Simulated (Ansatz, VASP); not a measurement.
**One calculation of GaSe, two programs**

```
Ga Se
1.0
     3.74612    0.00000    0.00000
    -1.87306    3.24424    0.00000
     0.00000    0.00000   16.35154
Ga Se
4 4
Direct
  0.33333 0.66667 0.17565
  0.66667 0.33333 0.67565
  0.33333 0.66667 0.32435
  0.66667 0.33333 0.82435
  0.33333 0.66667 0.60395
  0.66667 0.33333 0.10395
  0.33333 0.66667 0.89605
  0.66667 0.33333 0.39605
```

Alike in both runs: functional PBEsol; k mesh 9 × 9 × 2; occupations gaussian, width 0.02 eV; no spin polarisation.

Ansatz relaxed the structure, and its values are those at the end. VASP's run is a single point on that final structure, the one shown.

```csv
,VASP,Ansatz
version,VASP 6.6.1,Ansatz 0.2.0
potentials or method,"VASP PAW PBE potentials, release 64 (Ga_d, Se), cutoff 500 eV","scalar-relativistic, plane waves, PAW"
valence electrons in the cell,76,116
```

Ansatz gave:

- gap on the k mesh at the Fermi level (eV): 1.04
- least direct gap on the mesh (eV): 1.04
- pressure (GPa): 0.0
- rms of the force components (eV/Å): 0.002

Problem. Which values does VASP return?

Solution. gap on the k mesh at the Fermi level (eV): 1.03; least direct gap on the mesh (eV): 1.03; pressure (GPa): 0.1; rms of the force components (eV/Å): 0.011.

VASP's potentials were made for PBE, not for PBEsol. The functional is the same, so the differences come from potentials, cutoffs and numerics. VASP's potentials hold 76 valence electrons a cell and Ansatz's 116, so a difference there can come from the potentials and not from the codes.
